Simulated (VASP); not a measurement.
Wanted: the native input for a VASP 6.6.1 run.

* Task: relaxation of cell and atoms
* Functional: PBEsol
* Potentials or basis: VASP PAW PBE potentials, release 64 (Au)
* Cutoff: 600 eV
* k mesh: 11 × 11 × 11
* Occupations: fermi-dirac, width 0.05 eV
* Spin: no spin polarisation
* Target pressure: 5 GPa
* Dipole correction: no
* Further INCAR settings: ALGO = Normal; EDIFF = 1e-06; IBRION = 2; EDIFFG = -0.02; NSW = 80; ISIF = 3

The structure of Au lies in POSCAR:

```
Au
1.0
    0.0000000000      2.0350000000      2.0350000000
    2.0350000000      0.0000000000      2.0350000000
    2.0350000000      2.0350000000      0.0000000000
Au
1
Direct
    0.0000000000      0.0000000000      0.0000000000
```

The input as run:

INCAR

```
SYSTEM = Au
  ALGO = Normal
  EDIFF = 1E-6
  EDIFFG = -0.02
  ENCUT = 600
  GGA = PS
  IBRION = 2
  ISIF = 3
  ISMEAR = -1
  LASPH = .TRUE.
  LCHARG = .FALSE.
  LREAL = .FALSE.
  LWAVE = .FALSE.
  NELM = 80
  NSW = 80
  PREC = Accurate
  PSTRESS = 50.0
  SIGMA = 0.05
```

KPOINTS

```
k-points
0
G
  11 11 11
  0 0 0
```

Potentials or basis: VASP PAW PBE potentials, release 64 (Au).

Command:

```console
$ cat potpaw_PBE.64/Au/POTCAR > POTCAR
$ mpirun -np 1 vasp_std > vasp.out
```

It gave:

```yaml
Relaxed_volume: 16.55 Å³/atom
Relaxed_cell: a = 2.861 Å, b = 2.861 Å, c = 2.861 Å, α = 60.00°, β = 60.00°, γ = 60.00°
Space_group_after_relaxing_to_0.05_Å: Fm-3m (No. 225)
Energy_change_on_relaxing_the_enthalpy_is_what_falls: +6.0 meV/atom
Ionic_steps: 3
Pressure_after_relaxing: 5.0 GPa
```

Caveat: the cell is relaxed towards a set pressure, so the enthalpy falls and the energy may rise; the PAW data sets were made with another functional, which shifts forces and pressure a little.

Run time: 9.2 s on 1 thread of Intel Xeon 6975P-C, with other jobs on the host, peak memory 0.15 GiB.
